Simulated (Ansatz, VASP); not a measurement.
**Two plane-wave programs on Mg12B**

```
Mg B
1.0
     6.40700    0.00000    0.00000
    -4.80525    8.32294    0.00000
     0.00000    0.00000    5.20150
Mg B
12 1
Direct
  0.16259 0.21903 0.25062
  0.33841 0.11661 0.75220
  0.16806 0.55112 0.24509
  0.32921 0.43343 0.76172
  0.17078 0.89515 0.24686
  0.33917 0.78470 0.75787
  0.66273 0.21636 0.24750
  0.83880 0.11388 0.74934
  0.66209 0.54834 0.24073
  0.83004 0.43802 0.75155
  0.67128 0.89941 0.23725
  0.83279 0.78144 0.75350
  0.00075 0.66662 0.49917
```

Alike in both runs: functional PBE; k mesh 2 × 2 × 2; occupations fermi-dirac, width 0.1 eV; no spin polarisation.

Ansatz relaxed the structure, and its values are those at the end. VASP's run is a single point on that final structure, the one shown.

|  | VASP | Ansatz |
| --- | --- | --- |
| version | VASP 6.6.1 | Ansatz 0.2.0 |
| potentials or method | VASP PAW PBE potentials, release 64 (Mg, B), cutoff 520 eV | scalar-relativistic, plane waves, PAW |
| valence electrons in the cell | 27 | 123 |

```tsv
	VASP	Ansatz	Ansatz less VASP
rms of the force components (eV/Å)	0.011	0.011	+0.0001
```

With one functional, cell and mesh, what is left measures potentials, basis and numerics. VASP's potentials hold 27 valence electrons a cell and Ansatz's 123, so a difference there can come from the potentials and not from the codes.

The k mesh is coarse, so the values compare programs but aren't converged.
